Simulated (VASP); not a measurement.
Wanted: the native input for a VASP 6.6.1 run.

| Item | Value |
| --- | --- |
| Task | electric field gradients |
| Functional | LDA |
| Potentials or basis | VASP PAW LDA potentials, release 64 (Al, Au) |
| Cutoff | 400 eV |
| k mesh | 11 × 11 × 11 |
| Occupations | fermi-dirac, width 0.05 eV |
| Spin | no spin polarisation |
| Dipole correction | no |
| Further INCAR settings | ALGO = Normal; EDIFF = 1e-08; NBANDS = 16 |

The structure of Al2Au lies in POSCAR:

```
Al2Au
1.0
    0.0000000000      3.0588384673      3.0588384673
    3.0588384673      0.0000000000      3.0588384673
    3.0588384673      3.0588384673      0.0000000000
Al Au
2 1
Direct
    0.2500000000      0.2500000000      0.2500000000
    0.7500000000      0.7500000000      0.7500000000
    0.0000000000      0.0000000000      0.0000000000
```

This cell differs from its parent crystal: volume scaled by 1.06.

These files were run (other wordings do the same):

INCAR

```
PREC = Accurate ; ENCUT = 400
EDIFF = 1E-8 ; ISMEAR = -1
SIGMA = 0.05 ; LREAL = False
LASPH = True ; NELM = 120
ALGO = Normal ; ISIF = 2
LWAVE = False ; LCHARG = False
GGA = CA ; LEFG = True
NBANDS = 16 ; GGA_COMPAT = False
```

KPOINTS

```
Automatic mesh
0
Gamma
  11 11 11
```

Potentials or basis: VASP PAW LDA potentials, release 64 (Al, Au).

Run with:

```sh
$ cat potpaw_LDA.64/Al/POTCAR potpaw_LDA.64/Au/POTCAR > POTCAR
$ mpirun -np 1 vasp_std > vasp.out
```

It gave:

```json
{
 "Pressure": "-7.8 GPa"
}
```

Caveat: without QUAD_EFG the Cq values of the log hold for a quadrupole moment of 1 mb, not for the nuclei.

It took 23 s on 1 thread of AMD EPYC 9R45 96-Core Processor (Zen 5), with other jobs on the host, peak memory 0.13 GiB.
